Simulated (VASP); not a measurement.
PtS2:

```xyz
3
Lattice="3.4953 0.0000 0.0000 -1.7477 3.0270 0.0000 0.0000 0.0000 4.9707" Properties=species:S:1:pos:R:3 pbc="T T T"
Pt    0.0000    0.0000    0.0000
S     1.7477    1.0090    3.8424
S     0.0000    2.0180    1.1283
```

This cell differs from its parent crystal: volume scaled by 0.96.

Base run:

- Program: VASP 6.6.1
- Functional: PBE
- Potentials or basis: VASP PAW PBE potentials, release 64 (Pt, S)
- Cutoff: 520 eV
- k mesh: 9 × 9 × 5
- Occupations: fermi-dirac, width 0.05 eV
- Spin: no spin polarisation

Its results: band gap on the k mesh 1.08 eV, indirect (least direct gap 1.12 eV); pressure 18.9 GPa; largest force 1.885 eV/Å.

**Question.** After a change of settings the same cell gave: band gap on the k mesh 0.93 eV, indirect (least direct gap 1.22 eV); pressure 19.0 GPa; largest force 1.887 eV/Å. Which change was it?
A. k mesh from 9 × 9 × 5 to 7 × 7 × 5
B. functional from PBE to r2SCAN; further incar settings from ALGO = Normal; EDIFF = 1e-06; NBANDS = 18 to ALGO = Normal; EDIFF = 1e-07; NBANDS = 18
C. functional from PBE to PBEsol; further incar settings from ALGO = Normal; EDIFF = 1e-06; NBANDS = 18 to ALGO = Normal; EDIFF = 1e-07; NBANDS = 18

**Answer.** A.

Caveats: spin-orbit coupling is left out, which moves the levels of the heavy elements; forces of over 1 eV/Å act on the atoms, so gaps and moduli don't describe the material at rest.
